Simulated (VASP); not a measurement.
# Ga3Se (Pm-3m) in VASP: density of states with PBE

Aim: the density of states of Ga3Se with PBE.

Program: VASP 6.6.1. These are calculated values, not measurements. Logs are shortened: lines on timing, memory, paths and dates and some standing lists are left out, and cuts for length are marked.

## (1) The cell of the first run

Symmetry: Pm-3m, No. 221, cubic system. The conventional cell has a = 4.408 Å, b = 4.408 Å, c = 4.408 Å, α = 90.00°, β = 90.00°, γ = 90.00°. Within 4.1 Å of Ga (site symmetry 4/mmm) lie 8 Ga at 3.12 Å and 4 Se at 3.12 Å. Se (site symmetry m-3m) has 12 Ga at 3.12 Å within 4.1 Å.

## (2) Density of states, PBE

The input, POSCAR:

```
Ga3Se
1.0
    4.4084262780      0.0000000000      0.0000000000
    0.0000000000      4.4084262780      0.0000000000
    0.0000000000      0.0000000000      4.4084262780
Ga Se
3 1
Direct
    0.0000000000      0.5000000000      0.5000000000
    0.5000000000      0.0000000000      0.5000000000
    0.5000000000      0.5000000000      0.0000000000
    0.0000000000      0.0000000000      0.0000000000
```

The input, INCAR.step1:

```
SYSTEM = Ga3Se
PREC = Accurate
ENCUT = 520
EDIFF = 1E-6
ISMEAR = 0
SIGMA = 0.1
LREAL = .FALSE.
LASPH = .TRUE.
NELM = 60
ALGO = Normal
ISIF = 2
LWAVE = .FALSE.
LCHARG = .TRUE.
GGA = PE
NBANDS = 30
```

The input, KPOINTS.step1:

```
regular mesh
0
G
  10 10 10
  0 0 0
```

The input, INCAR.step2:

```
SYSTEM = Ga3Se
PREC = Accurate
ENCUT = 520
EDIFF = 1E-6
ISMEAR = -5
SIGMA = 0.1
LREAL = .FALSE.
LASPH = .TRUE.
NELM = 60
ALGO = Normal
ISIF = 2
LWAVE = .FALSE.
LCHARG = .FALSE.
GGA = PE
LORBIT = 11
NEDOS = 2001
ICHARG = 11
```

The input, KPOINTS.step2:

```
regular mesh
0
G
  15 15 15
  0 0 0
```

Potentials or basis: VASP PAW PBE potentials, release 64 (Ga_d, Se).

Command:

```bash
cat potpaw_PBE.64/Ga_d/POTCAR potpaw_PBE.64/Se/POTCAR > POTCAR
cp INCAR.step1 INCAR
cp KPOINTS.step1 KPOINTS
mpirun -np 1 vasp_std > vasp.out
cp INCAR.step2 INCAR
cp KPOINTS.step2 KPOINTS
mpirun -np 1 vasp_std > vasp.out
```

OUTCAR:

```text
SYSTEM = Ga3Se
   PREC = Accurate
   ENCUT = 520
   EDIFF = 1E-6
   ISMEAR = -5
   LREAL = .FALSE.
   LASPH = .TRUE.
   NELM = 60
   ISIF = 2
   GGA = PE
   LORBIT = 11
   ICHARG = 11

 ion  position               nearest neighbor table
   1  0.000  0.500  0.500-
   2  0.500  0.000  0.500-
   3  0.500  0.500  0.000-
   4  0.000  0.000  0.000-

  LATTYP: Found a simple cubic cell.
 ALAT       =     4.4084262780

  Lattice vectors:

 A1 = (   4.4084262780,   0.0000000000,   0.0000000000)
 A2 = (   0.0000000000,   4.4084262780,   0.0000000000)
 A3 = (   0.0000000000,   0.0000000000,   4.4084262780)

Analysis of symmetry for initial positions (statically):
=====================================================================
 Subroutine PRICEL returns:
 Original cell was already a primitive cell.

 Routine SETGRP: Setting up the symmetry group for a
 simple cubic supercell.

 Subroutine GETGRP returns: Found 48 space group operations
 (whereof 48 operations were pure point group operations)
 out of a pool of 48 trial point group operations.

The static configuration has the point symmetry O_h .

Analysis of symmetry for dynamics (positions and initial velocities):
=====================================================================
 Subroutine PRICEL returns:
 Original cell was already a primitive cell.

 Routine SETGRP: Setting up the symmetry group for a
 simple cubic supercell.

 Subroutine GETGRP returns: Found 48 space group operations
 (whereof 48 operations were pure point group operations)
 out of a pool of 48 trial point group operations.

The dynamic configuration has the point symmetry O_h .

 Subroutine INISYM returns: Found 48 space group operations
 (whereof 48 operations are pure point group operations),
 and found     1 'primitive' translations

----------------------------------------------------------------------------------------

                                     Primitive cell

  volume of cell :      85.6743

  direct lattice vectors                    reciprocal lattice vectors
     4.408426278  0.000000000  0.000000000     0.226838318  0.000000000  0.000000000
     0.000000000  4.408426278  0.000000000     0.000000000  0.226838318  0.000000000
     0.000000000  0.000000000  4.408426278     0.000000000  0.000000000  0.226838318

  length of vectors
     4.408426278  4.408426278  4.408426278     0.226838318  0.226838318  0.226838318

  position of ions in fractional coordinates (direct lattice)
     0.000000000  0.500000000  0.500000000
     0.500000000  0.000000000  0.500000000
     0.500000000  0.500000000  0.000000000
     0.000000000  0.000000000  0.000000000

  ion indices of the primitive-cell ions
   primitive index   ion index
                 1           1
                 2           2
                 3           3
                 4           4

----------------------------------------------------------------------------------------

 KPOINTS: regular mesh

Automatic generation of k-mesh.
 Grid dimensions read from file:
 generate k-points for:   15   15   15

 Generating k-lattice:

  Cartesian coordinates                     Fractional coordinates (reciprocal lattice)
     0.015122555  0.000000000  0.000000000     0.066666667  0.000000000  0.000000000
     0.000000000  0.015122555  0.000000000     0.000000000  0.066666667  0.000000000
     0.000000000  0.000000000  0.015122555     0.000000000  0.000000000  0.066666667

  Length of vectors
     0.015122555  0.015122555  0.015122555

  Shift w.r.t. Gamma in fractional coordinates (k-lattice)
     0.000000000  0.000000000  0.000000000

 TETIRR: Found   1667 inequivalent tetrahedra from    20250

 Subroutine IBZKPT returns following result:
 ===========================================

 Found    120 irreducible k-points:

 Following reciprocal coordinates:
            Coordinates               Weight
  0.000000  0.000000  0.000000      1.000000
  0.066667  0.000000  0.000000      6.000000
  0.133333  0.000000  0.000000      6.000000
  0.200000  0.000000  0.000000      6.000000
  0.266667  0.000000  0.000000      6.000000
  0.333333  0.000000  0.000000      6.000000
[... 16 lines left out ...]
  0.266667  0.200000  0.000000     24.000000
  0.333333  0.200000  0.000000     24.000000
 [... further k-points ...]
   k-points           NKPTS =    120   k-points in BZ     NKDIM =    120   number of bands    NBANDS=     27
   number of dos      NEDOS =   2001   number of ions     NIONS =      4
   total plane-waves  NPLWV =  46656
   dimension x,y,z NGX =    36 NGY =   36 NGZ =   36
   dimension x,y,z NGXF=    72 NGYF=   72 NGZF=   72
   ions per type =               3   1
   NGX,Y,Z   is equivalent  to a cutoff of  13.58, 13.58, 13.58 a.u.
   NGXF,Y,Z  is equivalent  to a cutoff of  27.15, 27.15, 27.15 a.u.
 SYSTEM =  Ga3Se
   PREC   = accura    normal or accurate (medium, high low for compatibility)
   ISTART =      0    job   : 0-new  1-cont  2-samecut
   ICHARG =     11    charge: 1-file 2-atom 10-const
   ISPIN  =      1    spin polarized calculation?
   LNONCOLLINEAR =      F non collinear calculations
   LSORBIT =      F    spin-orbit coupling
   LASPH  =      T    aspherical Exc in radial PAW
   ENCUT  =  520.0 eV  38.22 Ry    6.18 a.u.   8.20  8.20  8.20*2*pi/ulx,y,z
   NELM   =     60;   NELMIN=  2; NELMDL=  0     # of ELM steps
   EDIFF  = 0.1E-05   stopping-criterion for ELM
   LREAL  =      F    real-space projection
   EDIFFG = 0.1E-04   stopping-criterion for IOM
   NSW    =      0    number of steps for IOM
   IBRION =     -1    ionic relax: 0-MD 1-quasi-New 2-CG
   NFREE  =      0    steps in history (QN), initial steepest desc. (CG)
   ISIF   =      2    stress and relaxation
   ISYM   =      2    0-nonsym 1-usesym 2-fastsym
   POTIM  = 0.5000    time-step for ionic-motion
   TEBEG  =    0.0;   TEEND  =   0.0 temperature during run
   PSTRESS=    0.0 pullay stress
   NELECT =      45.0000    total number of electrons
   NUPDOWN=      -1.0000    fix difference up-down
   EMIN   =  10.00;   EMAX   =-10.00  energy-range for DOS
   EFERMI =   0.00;   METHOD = LEGACY
   ISMEAR =    -5;   SIGMA  =   0.10  broadening in eV -4-tet -1-fermi 0-gaus
   EFERMI_NEDOS =   21; number of points for ismear=-14 and -15
   IALGO  =     38    algorithm
   IMIX   =      4    mixing-type and parameters
     AMIX     =   0.40;   BMIX     =  1.00
     AMIX_MAG =   1.60;   BMIX_MAG =  1.00
  volume/ion in A,a.u.               =      21.42       144.54
  Fermi-wavevector in a.u.,A,eV,Ry     =   1.320876  2.496094 23.738271  1.744714
  Thomas-Fermi vector in A             =   2.450671
   LORBIT       =     11    0 simple, 1 ext, 2 COOP (PROOUT), +10 PAW based schemes
   GGA     = PE    functional components
   LHFCALC =     F    Hartree Fock is set to
   AEXX    =    0.0000 exact exchange contribution
   IVDW    =     0    specifies the selected vdW correction
   LEPSILON=     F    determine dielectric tensor
   LRPA    =     F    only Hartree local field effects (RPA)
 non-spin polarized calculation
 Fermi weights with tetrahedron method with Bloechl corrections
  energy-cutoff  :      520.00
  volume of cell :       85.67
 maximum number of plane-waves:      2325
 NGX is ok and might be reduce to    36

 number of electron      44.9999953 magnetization

 Free energy of the ion-electron system (eV)
  ---------------------------------------------------
  ext. energy  EPLUGINS =         0.00000000
  ---------------------------------------------------
  free energy    TOTEN  =       -12.41955813 eV

  energy without entropy =      -12.41955813  energy(sigma->0) =      -12.41955813

 E-fermi :   4.8104     XC(G=0): -10.3459

 val. band max:        4.8195583523   @ k =   0.4667   0.4000   0.0000
 cond. band min:       4.7287008172   @ k =   0.4000   0.0000   0.0000
 fundamental gap:     -0.0908575352
 Fermi energy:         4.8103660555

 k-point     1 :       0.0000    0.0000    0.0000
  band No.  band energies     occupation
      1     -10.2765      2.00000
      2     -10.2511      2.00000
      3     -10.2511      2.00000
      4     -10.2511      2.00000
      5     -10.1987      2.00000
      6     -10.1987      2.00000
[... 19 lines left out ...]
     26       9.2283      0.00000
     27       9.2283      0.00000

 k-point     2 :       0.0667    0.0000    0.0000
  band No.  band energies     occupation
      1     -10.2735      2.00000
      2     -10.2506      2.00000
      3     -10.2489      2.00000
      4     -10.2489      2.00000
      5     -10.1984      2.00000
      6     -10.1970      2.00000
[... 19 lines left out ...]
     26       8.9499      0.00000
     27       9.0845      0.00000

 k-point     3 :       0.1333    0.0000    0.0000
  band No.  band energies     occupation
      1     -10.2647      2.00000
      2     -10.2490      2.00000
      3     -10.2421      2.00000
      4     -10.2421      2.00000
      5     -10.1973      2.00000
      6     -10.1921      2.00000
[... 19 lines left out ...]
     26       8.3459      0.00000
     27       8.8233      0.00000

 k-point     4 :       0.2000    0.0000    0.0000
  band No.  band energies     occupation
      1     -10.2511      2.00000
      2     -10.2466      2.00000
      3     -10.2312      2.00000
      4     -10.2312      2.00000
      5     -10.1957      2.00000
      6     -10.1844      2.00000
[... 19 lines left out ...]
     26       7.6873      0.00000
     27       8.6543      0.00000
[... 516 lines left out ...]
      4     -10.2137      2.00000
      5     -10.1875      2.00000
      6     -10.1734      2.00000
[... 19 lines left out ...]
     26       7.3931      0.00000
     27       7.7689      0.00000

 k-point    23 :       0.2667    0.2000    0.0000
  band No.  band energies     occupation
      1     -10.2288      2.00000
      2     -10.2275      2.00000
      3     -10.2072      2.00000
      4     -10.2003      2.00000
      5     -10.1845      2.00000
      6     -10.1647      2.00000
[... 19 lines left out ...]
     26       7.5908      0.00000
     27       7.8758      0.00000

 k-point    24 :       0.3333    0.2000    0.0000
  band No.  band energies     occupation
      1     -10.2244      2.00000
      2     -10.2165      2.00000
      3     -10.1920      2.00000
      4     -10.1848      2.00000
      5     -10.1824      2.00000
      6     -10.1571      2.00000
[... 19 lines left out ...]
     26       7.6110      0.00000
     27       8.2851      0.00000

 [... further k-points ...]

------------------------ aborting loop because EDIFF is reached ----------------------------------------

  FORCE on cell =-STRESS in cart. coord.  units (eV):
  Direction    XX          YY          ZZ          XY          YZ          ZX
  --------------------------------------------------------------------------------------
  -------------------------------------------------------------------------------------
  Total        0.1619331      0.1619331      0.1619331      0.0000000     -0.0000000      0.0000000
  in kB        3.0282755      3.0282755      3.0282755      0.0000000     -0.0000000      0.0000000
  external PRESSURE =       3.0282755 kB  Pullay stress =       0.0000000 kB

 VOLUME and BASIS-vectors are now :
 -----------------------------------------------------------------------------
  energy-cutoff  :      520.00
  volume of cell :       85.67
      direct lattice vectors                 reciprocal lattice vectors
     4.408426278  0.000000000  0.000000000     0.226838318  0.000000000  0.000000000
     0.000000000  4.408426278  0.000000000     0.000000000  0.226838318  0.000000000
     0.000000000  0.000000000  4.408426278     0.000000000  0.000000000  0.226838318

 POSITION                                       TOTAL-FORCE (eV/Angst)
 -----------------------------------------------------------------------------------
      0.00000      2.20421      2.20421         0.000000      0.000000      0.000000
      2.20421      0.00000      2.20421         0.000000      0.000000      0.000000
      2.20421      2.20421      0.00000         0.000000      0.000000      0.000000
      0.00000      0.00000      0.00000         0.000000      0.000000      0.000000
 -----------------------------------------------------------------------------------
    total drift:                                0.000000      0.000000      0.000000

  FREE ENERGIE OF THE ION-ELECTRON SYSTEM (eV)
  ---------------------------------------------------
  free  energy   TOTEN  =       -12.4195581253 eV

  energy  without entropy=      -12.4195581253  energy(sigma->0) =      -12.41955813

 total charge

# of ion       s       p       d       tot
------------------------------------------
    1        1.126   0.372   9.948  11.445
    2        1.126   0.372   9.948  11.445
    3        1.126   0.372   9.948  11.445
    4        1.504   2.205   0.029   3.738
--------------------------------------------------
tot          4.881   3.320  29.872  38.074
```

Run time: 2.2 min. Hardware: 1 thread of Intel Xeon Platinum 8488C (Sapphire Rapids), shared host; peak memory 0.37 GiB.

Results:

```
Valence electrons inside the program's atomic spheres : Ga 11.45; Se 3.74
```

Caveat: tetrahedron occupations give inexact forces and stress in metals.
